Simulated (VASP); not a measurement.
Set up this calculation in VASP 6.6.1, as the native input.

```yaml
Task: single point
Functional: r2SCAN
Potentials_or_basis: VASP PAW PBE potentials, release 64 (Sr_sv, Cl)
Cutoff: 520 eV
k_mesh: 6 × 6 × 6
Occupations: gaussian, width 0.01 eV
Spin: no spin polarisation
Dipole_correction: no
Further_INCAR_settings: ALGO = Normal; EDIFF = 1e-07; NBANDS = 19
```

SrCl2:

```
CELL_PARAMETERS angstrom
0.00000 3.42776 3.53411
3.42776 0.00000 3.53411
3.42776 3.42776 0.00000
ATOMIC_POSITIONS crystal
Sr 0.00000 0.00000 0.00000
Cl 0.25000 0.25000 0.25000
Cl 0.75000 0.75000 0.75000
```

This cell differs from its parent crystal: epitaxial xy strain -2.0%.

The input as run:

POSCAR

```
SrCl2
1.0
    0.0000000000      3.4277637235      3.5341087098
    3.4277637235      0.0000000000      3.5341087098
    3.4277637235      3.4277637235      0.0000000000
Sr Cl
1 2
Direct
    0.0000000000      0.0000000000      0.0000000000
    0.2500000000      0.2500000000      0.2500000000
    0.7500000000      0.7500000000      0.7500000000
```

INCAR.step1

```
SYSTEM = SrCl2
PREC     = Accurate       ! precision mode
ENCUT    = 520            ! plane-wave cutoff, eV
ISMEAR   = 0              ! smearing method
SIGMA    = 0.01           ! smearing width, eV
LREAL    = .False.        ! projectors in reciprocal space
LASPH    = .True.         ! aspherical terms in the spheres
NELM     = 80             ! most SCF steps
NBANDS   = 19             ! bands
GGA      = PE             ! functional
ALGO     = Normal         ! electronic algorithm
EDIFF    = 1E-4           ! SCF threshold, eV
LWAVE    = .True.         ! write WAVECAR
LCHARG   = .False.        ! write CHGCAR
```

INCAR.step2

```
SYSTEM = SrCl2
PREC     = Accurate       ! precision mode
ENCUT    = 520            ! plane-wave cutoff, eV
EDIFF    = 1E-7           ! SCF threshold, eV
ISMEAR   = 0              ! smearing method
SIGMA    = 0.01           ! smearing width, eV
LREAL    = .False.        ! projectors in reciprocal space
LASPH    = .True.         ! aspherical terms in the spheres
NELM     = 80             ! most SCF steps
ALGO     = Normal         ! electronic algorithm
ISIF     = 2              ! what is computed and relaxed
LWAVE    = .False.        ! write WAVECAR
LCHARG   = .True.         ! write CHGCAR
METAGGA  = R2SCAN         ! meta-GGA
LMIXTAU  = .True.       
LELF     = .True.         ! ELF
LVHAR    = .True.       
NBANDS   = 19             ! bands
ISTART   = 1
```

KPOINTS

```
regular mesh
0
Gamma
  6 6 6
  0 0 0
```

Potentials or basis: VASP PAW PBE potentials, release 64 (Sr_sv, Cl).

Command:

```bash
$ cat potpaw_PBE.64/Sr_sv/POTCAR potpaw_PBE.64/Cl/POTCAR > POTCAR
$ cp INCAR.step1 INCAR
$ mpirun -np 1 vasp_std > vasp.out
$ cp INCAR.step2 INCAR
$ mpirun -np 1 vasp_std > vasp.out
```

It gave:

```json
{
 "Pressure": "1.3 GPa",
 "Band gap on the k mesh": "5.90 eV"
}
```

Caveat: the cell differs from its parent crystal (epitaxial xy strain -2.0%); the structure was generated, so it needn't be the stable form of SrCl2; the PAW data sets were made with another functional, which shifts forces and pressure a little.

Run time: 5.8 min on 1 thread of Intel Xeon 8259CL (shared host), peak memory 0.27 GiB.
